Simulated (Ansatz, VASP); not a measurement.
**C: VASP beside Ansatz**

The input INCAR:

```
SYSTEM = C
  ALGO = Normal
  EDIFF = 1E-6
  ENCUT = 600
  GGA = PS
  GGA_COMPAT = .False.
  ISIF = 2
  ISMEAR = 0
  LASPH = .True.
  LCHARG = .False.
  LREAL = .False.
  LWAVE = .False.
  NBANDS = 16
  NELM = 120
  PREC = Accurate
  SIGMA = 0.15
```

File KPOINTS:

```
k-points
0
Gamma
  18 18 6
  0 0 0
```

File POSCAR:

```
C
1.0
    1.2294745828     -2.1290849001      0.0000000000
    1.2294745828      2.1290849001      0.0000000000
    0.0000000000      0.0000000000      7.3778161753
C
4
Direct
    0.0940581432      0.7673460677      0.7498448864
    0.5725851628      0.5660106263      0.2501554438
    0.9059418568      0.2326539323      0.2501551136
    0.4274148372      0.4339893737      0.7498445562
```

Input for Ansatz:

```yaml
crystal:
  lattice:
    - [1.2294745828, -2.1290849001, 0.0]
    - [1.2294745828, 2.1290849001, 0.0]
    - [0.0, 0.0, 7.3778161753]
  atoms:
    - { symbol: C, position: [0.0940581432, 0.7673460677, 0.7498448864] }
    - { symbol: C, position: [0.5725851628, 0.5660106263, 0.2501554438] }
    - { symbol: C, position: [0.9059418568, 0.2326539323, 0.2501551136] }
    - { symbol: C, position: [0.4274148372, 0.4339893737, 0.7498445562] }
basis:
  ecutwfc: 520.0
kpoints:
  mp_grid: { grid: [18, 18, 6] }
hamiltonian:
  xc: pbesol
  pseudopotentials: { kind: paw, azcp: { folder: soft_1 } }
scf:
  occupations: { method: gaussian, width: 0.15 }
output:
  forces: true
  stress: true
  eigenvalues: true
```

Change from the starting cell: mode 1 frozen in at -0.341 Å and mode 5 at -0.170 Å (largest displacements).

Alike in both runs: task single point; functional PBEsol; k mesh 18 × 18 × 6; occupations gaussian, width 0.15 eV; no spin polarisation.

|  | VASP | Ansatz |
| --- | --- | --- |
| version | VASP 6.6.1 | Ansatz 0.2.0 |
| potentials or method | VASP PAW PBE potentials, release 64 (C), cutoff 600 eV | scalar-relativistic, plane waves, PAW |
| valence electrons in the cell | 16 | 16 |

```csv
,VASP,Ansatz,Ansatz less VASP
gap on the k mesh at the Fermi level (eV),none,none,-
least direct gap on the mesh (eV),0.00,0.00,0.000
pressure (GPa),0.3,0.0,-0.29
"traceless stress, the component that is largest in VASP (GPa)",-0.61,-0.03,+0.573
```

VASP's potentials were made for PBE, not for PBEsol, and Ansatz warns of the same on its side. A gap of «none» marks a metal or a gap that the smearing closes. The functional is the same, so the differences come from potentials, cutoffs and numerics.

A gap of «none» marks a metal or a gap under the smearing width.
